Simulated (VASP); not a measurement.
# Ir (P6_3/mmc) in VASP: notebook

Aim: see how the results for Ir move with the level of theory and the settings. Levels: PBEsol+U, PBEsol. Tasks: single point, relaxation of shape and atoms at fixed volume.

Program: VASP 6.6.1. These are calculated values, not measurements. Logs are shortened: lines on timing, memory, paths and dates and some standing lists are left out, and cuts for length are marked.

### 1 The cell of the first run

It takes space group P6_3/mmc (No. 194, hexagonal). Conventional cell: a = 2.720 Å, b = 2.720 Å, c = 4.408 Å, α = 90.00°, β = 90.00°, γ = 120.00°. Within 3.6 Å of Ir (site symmetry -6m2) lie 12 Ir at 2.71 to 2.72 Å.

This isn't the form of Ir at room conditions, which is fcc.

### 2 Single point, PBEsol+U

File INCAR:

```
ALGO = Normal
EDIFF = 1E-7
ENCUT = 520
GGA = PS
ISIF = 2
ISMEAR = -1
LASPH = True
LCHARG = True
LDAU = True
LDAUJ = 0
LDAUL = 2
LDAUPRINT = 1
LDAUTYPE = 2
LDAUU = 5
LELF = True
LMAXMIX = 4
LREAL = False
LVHAR = True
LWAVE = False
NBANDS = 16
NELM = 150
PREC = Accurate
SIGMA = 0.08
```

File KPOINTS:

```
k-points
0
Gamma
  16 16 9
```

File POSCAR:

```
Ir
1.0
    2.7201297417      0.0000000000      0.0000000000
   -1.3600648708      2.3557014579      0.0000000000
    0.0000000000      0.0000000000      4.4079603801
Ir
2
Direct
    0.3333333333      0.6666666667      0.2500000000
    0.6666666667      0.3333333333      0.7500000000
```

Potentials or basis: VASP PAW PBE potentials, release 64 (Ir).

Run with:

```
$ cat potpaw_PBE.64/Ir/POTCAR > POTCAR
$ mpirun -np 1 vasp_std > vasp.out
```

OUTCAR:

```text
EDIFF = 1E-7
   ENCUT = 520
   GGA = PS
   ISIF = 2
   ISMEAR = -1
   LASPH = True
   LREAL = False
   NELM = 150
   PREC = Accurate

 ion  position               nearest neighbor table
   1  0.333  0.667  0.250-   2 2.71   2 2.71   2 2.71   2 2.71   2 2.71   2 2.71
   2  0.667  0.333  0.750-   1 2.71   1 2.71   1 2.71   1 2.71   1 2.71   1 2.71

  LATTYP: Found a hexagonal cell.
 ALAT       =     2.7201297417
 C/A-ratio  =     1.6204963728

  Lattice vectors:

 A1 = (   2.7201297417,   0.0000000000,   0.0000000000)
 A2 = (  -1.3600648708,   2.3557014579,   0.0000000000)
 A3 = (   0.0000000000,   0.0000000000,   4.4079603801)

Analysis of symmetry for initial positions (statically):
=====================================================================
 Subroutine PRICEL returns:
 Original cell was already a primitive cell.

 Routine SETGRP: Setting up the symmetry group for a
 hexagonal supercell.

 Subroutine GETGRP returns: Found 24 space group operations
 (whereof 12 operations were pure point group operations)
 out of a pool of 24 trial point group operations.

The static configuration has the point symmetry D_3d.
 The point group associated with its full space group is D_6h.

Analysis of symmetry for dynamics (positions and initial velocities):
=====================================================================
 Subroutine PRICEL returns:
 Original cell was already a primitive cell.

 Routine SETGRP: Setting up the symmetry group for a
 hexagonal supercell.

 Subroutine GETGRP returns: Found 24 space group operations
 (whereof 12 operations were pure point group operations)
 out of a pool of 24 trial point group operations.

The dynamic configuration has the point symmetry D_3d.
 The point group associated with its full space group is D_6h.

 Subroutine INISYM returns: Found 24 space group operations
 (whereof 12 operations are pure point group operations),
 and found     1 'primitive' translations

----------------------------------------------------------------------------------------

                                     Primitive cell

  volume of cell :      28.2454

  direct lattice vectors                    reciprocal lattice vectors
     2.720129742  0.000000000  0.000000000     0.367629523  0.212251004  0.000000000
    -1.360064871  2.355701458  0.000000000     0.000000000  0.424502008  0.000000000
     0.000000000  0.000000000  4.407960380     0.000000000  0.000000000  0.226862293

  length of vectors
     2.720129742  2.720129742  4.407960380     0.424502008  0.424502008  0.226862293

  position of ions in fractional coordinates (direct lattice)
     0.333333333  0.666666667  0.250000000
     0.666666667  0.333333333  0.750000000

  ion indices of the primitive-cell ions
   primitive index   ion index
                 1           1
                 2           2

----------------------------------------------------------------------------------------

 KPOINTS: k-points

Automatic generation of k-mesh.
 Grid dimensions read from file:
 generate k-points for:   16   16    9

 Generating k-lattice:

  Cartesian coordinates                     Fractional coordinates (reciprocal lattice)
     0.022976845  0.013265688  0.000000000     0.062500000  0.000000000  0.000000000
[... 88 lines left out ...]
   GGA     = PS    functional components
   LHFCALC =     F    Hartree Fock is set to
   AEXX    =    0.0000 exact exchange contribution
   IVDW    =     0    specifies the selected vdW correction
   LEPSILON=     F    determine dielectric tensor
   LRPA    =     F    only Hartree local field effects (RPA)
 non-spin polarized calculation
  energy-cutoff  :      520.00
  volume of cell :       28.25
 maximum number of plane-waves:       777
   NGX = 11   NGY = 11   NGZ = 17

atom =   1  type =  1  l = 2

 onsite density matrix

spin component  1

  0.7502  0.0000 -0.0000 -0.0000 -0.0000
  0.0000  0.7602  0.0000  0.0000 -0.0000
 -0.0000  0.0000  0.7238  0.0000 -0.0000
 -0.0000  0.0000  0.0000  0.7602  0.0000
 -0.0000 -0.0000 -0.0000  0.0000  0.7502

spin component  2

  0.7502  0.0000 -0.0000 -0.0000 -0.0000
  0.0000  0.7602  0.0000  0.0000 -0.0000
 -0.0000  0.0000  0.7238  0.0000 -0.0000
 -0.0000  0.0000  0.0000  0.7602  0.0000
 -0.0000 -0.0000 -0.0000  0.0000  0.7502

 occupancies and eigenvectors

  o =  0.7238  v = -0.0000  0.0000 -1.0000  0.0000 -0.0000  0.0000  0.0000  0.0000  0.0000  0.0000      0.0000  0.0000  0.0000  0.0000  0.0000  0.0000  0.0000  0.0000  0.0000  0.0000
  o =  0.7238  v =  0.0000  0.0000  0.0000  0.0000  0.0000 -0.0000  0.0000 -1.0000  0.0000 -0.0000      0.0000  0.0000  0.0000  0.0000  0.0000  0.0000  0.0000  0.0000  0.0000  0.0000
  o =  0.7502  v =  0.9991 -0.0000 -0.0000  0.0000  0.0432  0.0000  0.0000  0.0000  0.0000  0.0000      0.0000  0.0000  0.0000  0.0000  0.0000  0.0000  0.0000  0.0000  0.0000  0.0000
  o =  0.7502  v =  0.0000  0.0000  0.0000  0.0000  0.0000  0.9991 -0.0000 -0.0000  0.0000  0.0432      0.0000  0.0000  0.0000  0.0000  0.0000  0.0000  0.0000  0.0000  0.0000  0.0000
  o =  0.7502  v =  0.0000  0.0000  0.0000  0.0000  0.0000 -0.0432  0.0000  0.0000  0.0000  0.9991      0.0000  0.0000  0.0000  0.0000  0.0000  0.0000  0.0000  0.0000  0.0000  0.0000
  o =  0.7502  v = -0.0432  0.0000  0.0000  0.0000  0.9991  0.0000  0.0000  0.0000  0.0000  0.0000      0.0000  0.0000  0.0000  0.0000  0.0000  0.0000  0.0000  0.0000  0.0000  0.0000
  o =  0.7602  v = -0.0000 -0.7197 -0.0000  0.6942 -0.0000  0.0000  0.0000  0.0000  0.0000  0.0000      0.0000  0.0000  0.0000  0.0000  0.0000  0.0000  0.0000  0.0000  0.0000  0.0000
  o =  0.7602  v =  0.0000  0.0000  0.0000  0.0000  0.0000 -0.0000 -0.7197 -0.0000  0.6942 -0.0000      0.0000  0.0000  0.0000  0.0000  0.0000  0.0000  0.0000  0.0000  0.0000  0.0000
  o =  0.7602  v =  0.0000  0.0000  0.0000  0.0000  0.0000  0.0000  0.6942  0.0000  0.7197 -0.0000      0.0000  0.0000  0.0000  0.0000  0.0000  0.0000  0.0000  0.0000  0.0000  0.0000
  o =  0.7602  v =  0.0000  0.6942  0.0000  0.7197 -0.0000  0.0000  0.0000  0.0000  0.0000  0.0000      0.0000  0.0000  0.0000  0.0000  0.0000  0.0000  0.0000  0.0000  0.0000  0.0000

atom =   2  type =  1  l = 2

 onsite density matrix

spin component  1

  0.7502  0.0000 -0.0000 -0.0000 -0.0000
  0.0000  0.7602  0.0000  0.0000 -0.0000
 -0.0000  0.0000  0.7238 -0.0000 -0.0000
 -0.0000  0.0000 -0.0000  0.7602 -0.0000
 -0.0000 -0.0000 -0.0000 -0.0000  0.7502

spin component  2

  0.7502  0.0000 -0.0000 -0.0000 -0.0000
  0.0000  0.7602  0.0000  0.0000 -0.0000
 -0.0000  0.0000  0.7238 -0.0000 -0.0000
 -0.0000  0.0000 -0.0000  0.7602 -0.0000
 -0.0000 -0.0000 -0.0000 -0.0000  0.7502

 occupancies and eigenvectors

  o =  0.7238  v = -0.0000 -0.0000 -1.0000 -0.0000 -0.0000  0.0000  0.0000  0.0000  0.0000  0.0000      0.0000  0.0000  0.0000  0.0000  0.0000  0.0000  0.0000  0.0000  0.0000  0.0000
  o =  0.7238  v =  0.0000  0.0000  0.0000  0.0000  0.0000 -0.0000 -0.0000 -1.0000 -0.0000 -0.0000      0.0000  0.0000  0.0000  0.0000  0.0000  0.0000  0.0000  0.0000  0.0000  0.0000
  o =  0.7502  v =  0.9995  0.0000 -0.0000  0.0000  0.0308  0.0000  0.0000  0.0000  0.0000  0.0000      0.0000  0.0000  0.0000  0.0000  0.0000  0.0000  0.0000  0.0000  0.0000  0.0000
  o =  0.7502  v =  0.0000  0.0000  0.0000  0.0000  0.0000  0.9995  0.0000 -0.0000  0.0000  0.0308      0.0000  0.0000  0.0000  0.0000  0.0000  0.0000  0.0000  0.0000  0.0000  0.0000
  o =  0.7502  v =  0.0000  0.0000  0.0000  0.0000  0.0000 -0.0308  0.0000 -0.0000  0.0000  0.9995      0.0000  0.0000  0.0000  0.0000  0.0000  0.0000  0.0000  0.0000  0.0000  0.0000
  o =  0.7502  v = -0.0308  0.0000 -0.0000  0.0000  0.9995  0.0000  0.0000  0.0000  0.0000  0.0000      0.0000  0.0000  0.0000  0.0000  0.0000  0.0000  0.0000  0.0000  0.0000  0.0000
  o =  0.7602  v = -0.0000 -0.7197  0.0000  0.6942  0.0000  0.0000  0.0000  0.0000  0.0000  0.0000      0.0000  0.0000  0.0000  0.0000  0.0000  0.0000  0.0000  0.0000  0.0000  0.0000
  o =  0.7602  v =  0.0000  0.0000  0.0000  0.0000  0.0000 -0.0000 -0.7197  0.0000  0.6942  0.0000      0.0000  0.0000  0.0000  0.0000  0.0000  0.0000  0.0000  0.0000  0.0000  0.0000
  o =  0.7602  v =  0.0000  0.0000  0.0000  0.0000  0.0000 -0.0000  0.6942 -0.0000  0.7197 -0.0000      0.0000  0.0000  0.0000  0.0000  0.0000  0.0000  0.0000  0.0000  0.0000  0.0000
  o =  0.7602  v = -0.0000  0.6942 -0.0000  0.7197 -0.0000  0.0000  0.0000  0.0000  0.0000  0.0000      0.0000  0.0000  0.0000  0.0000  0.0000  0.0000  0.0000  0.0000  0.0000  0.0000

 number of electron      18.0000000 magnetization

 Free energy of the ion-electron system (eV)
  ---------------------------------------------------
  ext. energy  EPLUGINS =         0.00000000
  ---------------------------------------------------
  free energy    TOTEN  =        -9.51845504 eV

  energy without entropy =       -9.46637406  energy(sigma->0) =       -9.49241455

 E-fermi :   9.2805     XC(G=0): -14.0718

 val. band max:        9.2768896183   @ k =   0.3750   0.1250   0.0000
 cond. band min:       9.2830256080   @ k =   0.3750   0.0000   0.1111
 fundamental gap:      0.0061359897
 Fermi energy:         9.2804849111

 k-point     1 :       0.0000    0.0000    0.0000
  band No.  band energies     occupation
      1      -0.9522      2.00000
      2       1.3503      2.00000
      3       5.3096      2.00000
      4       5.3096      2.00000
      5       5.3193      2.00000
      6       5.9721      2.00000
[... 433 lines left out ...]
      3       3.0534      2.00000
      4       3.9875      2.00000
      5       4.7673      2.00000
      6       5.9007      2.00000
[... 8 lines left out ...]
     15      20.2883      0.00000
     16      25.2557      0.00000

 [... further k-points ...]

------------------------ aborting loop because EDIFF is reached ----------------------------------------

  FORCE on cell =-STRESS in cart. coord.  units (eV):
  Direction    XX          YY          ZZ          XY          YZ          ZX
  --------------------------------------------------------------------------------------
  -------------------------------------------------------------------------------------
  Total       -3.9366630     -3.9366630     -3.9121414     -0.0000000     -0.0000000      0.0000000
  in kB     -223.3013071   -223.3013071   -221.9103562     -0.0000000     -0.0000000      0.0000000
  external PRESSURE =    -222.8376568 kB  Pullay stress =       0.0000000 kB

 VOLUME and BASIS-vectors are now :
 -----------------------------------------------------------------------------
  energy-cutoff  :      520.00
  volume of cell :       28.25
      direct lattice vectors                 reciprocal lattice vectors
     2.720129742  0.000000000  0.000000000     0.367629523  0.212251004  0.000000000
    -1.360064871  2.355701458  0.000000000     0.000000000  0.424502008  0.000000000
     0.000000000  0.000000000  4.407960380     0.000000000  0.000000000  0.226862293

 POSITION                                       TOTAL-FORCE (eV/Angst)
 -----------------------------------------------------------------------------------
     -0.00000      1.57047      1.10199        -0.000000     -0.000000      0.000000
      1.36006      0.78523      3.30597         0.000000      0.000000      0.000000
 -----------------------------------------------------------------------------------
    total drift:                               -0.000000      0.000000     -0.000000

  FREE ENERGIE OF THE ION-ELECTRON SYSTEM (eV)
  ---------------------------------------------------
  free  energy   TOTEN  =        -9.5184550375 eV

  energy  without entropy=       -9.4663740596  energy(sigma->0) =       -9.49241455
```

It took 35 s on 1 thread of Intel Xeon 6975P-C (Granite Rapids), shared host; peak memory 0.18 GiB.

What came out:

```yaml
Free_energy: -9.5185 eV
Pressure: -22.3 GPa
Band_gap_on_the_k_mesh: zero (bands 9 and 10 overlap by 3.11 eV)
```

Eigenvalues of the final occupation matrices:
```tsv
site	spin	trace	eigenvalues
site 1 d	1	3.74	0.72 0.75 0.75 0.76 0.76
site 1 d	2	3.74	0.72 0.75 0.75 0.76 0.76
site 2 d	1	3.74	0.72 0.75 0.75 0.76 0.76
site 2 d	2	3.74	0.72 0.75 0.75 0.76 0.76
```

Caveat: the cell stands under tension; the PAW data sets were made with another functional, which shifts forces and pressure a little; spin-orbit coupling is left out, which moves the levels of the heavy elements; U without spin polarisation on a metal has little footing; the U is typed as a test and isn't derived for this compound.

### 3 Relaxation of shape and atoms at fixed volume, PBEsol

This run uses another cell than the first one, of 9.60 Å³/atom.

File INCAR:

```
SYSTEM = Ir
  PREC = Accurate
  ENCUT = 600
  EDIFF = 1E-6
  ISMEAR = -1
  SIGMA = 0.08
  LREAL = .FALSE.
  LASPH = .TRUE.
  NELM = 60
  ALGO = Normal
  ISIF = 4
  LWAVE = .FALSE.
  LCHARG = .FALSE.
  GGA = PS
  IBRION = 2
  NSW = 50
  EDIFFG = -0.005
```

File KPOINTS:

```
regular mesh
0
G
  16 16 9
  0 0 0
```

File POSCAR:

```
Ir
1.0
    2.3919894321      0.0000000000      0.0000000000
   -1.1959947160      2.0715236138      0.0000000000
    0.0000000000      0.0000000000      3.8762101986
Ir
2
Direct
    0.3333333333      0.6666666667      0.2500000000
    0.6666666667      0.3333333333      0.7500000000
```

Potentials or basis: VASP PAW PBE potentials, release 64 (Ir).

Run with:

```
$ cat potpaw_PBE.64/Ir/POTCAR > POTCAR
$ mpirun -np 1 vasp_std > vasp.out
```

Run time: 33 s. Hardware: 1 thread of Intel Xeon 6975P-C (Granite Rapids), shared host; peak memory 0.17 GiB.

Results (log left out):

```
Free energy               : -11.9357 eV
Energy gained by relaxing : 1.5 meV/atom
Ionic steps               : 3
Pressure after relaxing   : 386.4 GPa
Band gap on the k mesh    : zero (bands 9 and 10 overlap by 6.01 eV)
```

The path:
| step | energy change (eV) | largest force (eV/Å) | pressure (GPa) | volume (Å³) |
| --- | --- | --- | --- | --- |
| 1 | 0.0000 | 0.0000 | 386.54 | 19.21 |
| 2 | 0.0396 | 0.0000 | 386.78 | 19.21 |
| 3 | -0.0031 | 0.0000 | 386.40 | 19.21 |

Final structure:
```
Ir
1.0
     2.38652    0.00000    0.00000
    -1.19326    2.06679    0.00000
     0.00000    0.00000    3.89399
Ir
2
Direct
  0.33333 0.66667 0.25000
  0.66667 0.33333 0.75000
```

Levels at points of the mesh, in eV from the Fermi level:
```csv
k point,band 6,band 7,band 8,band 9,band 10,band 11,band 12,band 13
"(0.00, 0.00, 0.00)",-5.84,-5.84,-4.29,-4.29,-1.59,0.38,0.38,11.16
"(0.50, 0.00, 0.00)",-5.32,-5.24,1.55,1.97,2.36,5.17,7.08,11.53
```

Caveat: the PAW data sets were made with another functional, which shifts forces and pressure a little; spin-orbit coupling is left out, which moves the levels of the heavy elements.

### 4 Relaxation of shape and atoms at fixed volume, PBEsol

This run uses another cell than the first one, of 10.73 Å³/atom.

Changes to INCAR since step 3:

```diff
@@ -3,3 +3,3 @@
   ENCUT = 600
-  EDIFF = 1E-6
+  EDIFF = 1E-7
   ISMEAR = -1
```

KPOINTS is that of step 3.

File POSCAR:

```
Ir
1.0
    2.4823374334      0.0000000000      0.0000000000
   -1.2411687167      2.1497672781      0.0000000000
    0.0000000000      0.0000000000      4.0226188070
Ir
2
Direct
    0.3333333333      0.6666666667      0.2500000000
    0.6666666667      0.3333333333      0.7500000000
```

Potentials or basis: VASP PAW PBE potentials, release 64 (Ir).

Run with:

```
$ cat potpaw_PBE.64/Ir/POTCAR > POTCAR
$ mpirun -np 1 vasp_std > vasp.out
```

OUTCAR:

```text
SYSTEM = Ir
   PREC = Accurate
   ENCUT = 600
   EDIFF = 1E-7
   ISMEAR = -1
   LREAL = .FALSE.
   LASPH = .TRUE.
   NELM = 60
   ISIF = 4
   GGA = PS
   IBRION = 2
   NSW = 50
   EDIFFG = -0.005

 ion  position               nearest neighbor table
   1  0.333  0.667  0.250-   2 2.47   2 2.47   2 2.47   2 2.47   2 2.47   2 2.47
   2  0.667  0.333  0.750-   1 2.47   1 2.47   1 2.47   1 2.47   1 2.47   1 2.47

  LATTYP: Found a hexagonal cell.
 ALAT       =     2.4823374334
 C/A-ratio  =     1.6204963728

  Lattice vectors:

 A1 = (   2.4823374334,   0.0000000000,   0.0000000000)
 A2 = (  -1.2411687167,   2.1497672781,   0.0000000000)
 A3 = (   0.0000000000,   0.0000000000,   4.0226188070)

Analysis of symmetry for initial positions (statically):
=====================================================================
[... 271 lines left out ...]
      6      11.0431      2.00000
      7      11.0431      2.00000
      8      12.3475      2.00000
      9      12.3475      2.00000
     10      14.4527      2.00000
     11      16.3470      0.02202
     12      16.3470      0.02202
     13      25.9046      0.00000
[... 354 lines left out ...]
  band No.  band energies     occupation
      1       6.2533      2.00000
      2       6.3299      2.00000
      3       6.6426      2.00000
      4       7.9198      2.00000
      5       9.2232      2.00000
      6      10.7051      2.00000
      7      11.1319      2.00000
      8      13.5557      2.00000
      9      16.2847      0.04734
     10      16.8652      0.00003
     11      18.3139      0.00000
     12      25.5230      0.00000
     13      27.4193      0.00000

 [... further k-points ...]

------------------------ aborting loop because EDIFF is reached ----------------------------------------

  FORCE on cell =-STRESS in cart. coord.  units (eV):
  Direction    XX          YY          ZZ          XY          YZ          ZX
  --------------------------------------------------------------------------------------
  -------------------------------------------------------------------------------------
  Total       28.3859235     28.3859235     28.3796106     -0.0000000     -0.0000000      0.0000000
  in kB     2118.6170663   2118.6170663   2118.1458952     -0.0000000     -0.0000000      0.0000000
  external PRESSURE =    2118.4600093 kB  Pullay stress =       0.0000000 kB
[... 17 lines left out ...]
  FREE ENERGIE OF THE ION-ELECTRON SYSTEM (eV)
  ---------------------------------------------------
  free  energy   TOTEN  =       -16.0500738421 eV

  energy  without entropy=      -16.0176416828  energy(sigma->0) =      -16.03385776

 reached required accuracy - stopping structural energy minimisation
```

It took 37 s on 1 thread of Intel Xeon 6975P-C (Granite Rapids), shared host; peak memory 0.18 GiB.

What came out:

| Item | Value |
| --- | --- |
| Free energy | -16.0501 eV |
| Energy gained by relaxing | 0.7 meV/atom |
| Ionic steps | 3 |
| Pressure after relaxing | 211.8 GPa |
| Band gap on the k mesh | zero (bands 9 and 10 overlap by 5.15 eV) |

The path:
```
step  energy change (eV)  largest force (eV/Å)  pressure (GPa)  volume (Å³)
   1              0.0000                0.0000          211.93        21.47
   2              0.0086                0.0000          211.87        21.47
   3             -0.0014                0.0000          211.85        21.47
```

Final structure:
```yaml
crystal:
  lattice:
    - [2.47793, 0.00000, 0.00000]
    - [-1.23896, 2.14595, 0.00000]
    - [0.00000, 0.00000, 4.03694]
  atoms:
    - { symbol: Ir, position: [0.33333, 0.66667, 0.25000] }
    - { symbol: Ir, position: [0.66667, 0.33333, 0.75000] }
```

Caveat: the PAW data sets were made with another functional, which shifts forces and pressure a little; spin-orbit coupling is left out, which moves the levels of the heavy elements.

### 5 Summary

| task | level | U | cell | cutoff (eV) | gap on the mesh (eV) | pressure (GPa) |
| --- | --- | --- | --- | --- | --- | --- |
| single point | PBEsol+U | Ir d U = 5.0 eV | a = 2.720, b = 2.720, c = 4.408 Å, angles 90.0, 90.0, 120.0°, 2 atoms | 520 | none | -22.3 |
| relaxation of shape and atoms at fixed volume | PBEsol | - | relaxed from a = 2.392, b = 2.392, c = 3.876 Å, angles 90.0, 90.0, 120.0°, 2 atoms | 600 | none | 386.4 |
| relaxation of shape and atoms at fixed volume | PBEsol | - | relaxed from a = 2.482, b = 2.482, c = 4.023 Å, angles 90.0, 90.0, 120.0°, 2 atoms | 600 | none | 211.8 |

Alike in all rows: potentials or basis VASP PAW PBE potentials, release 64 (Ir); no spin polarisation; k mesh 16 × 16 × 9; smearing fermi-dirac 0.08 eV.

Caveats: the PAW data sets were made with another functional, which shifts forces and pressure a little; spin-orbit coupling is left out, which moves the levels of the heavy elements; the cell stands under tension (at least some runs); U without spin polarisation on a metal has little footing (at least some runs); the U is typed as a test and isn't derived for this compound (at least some runs).

Absolute energies hang on the potentials; compare differences alone.
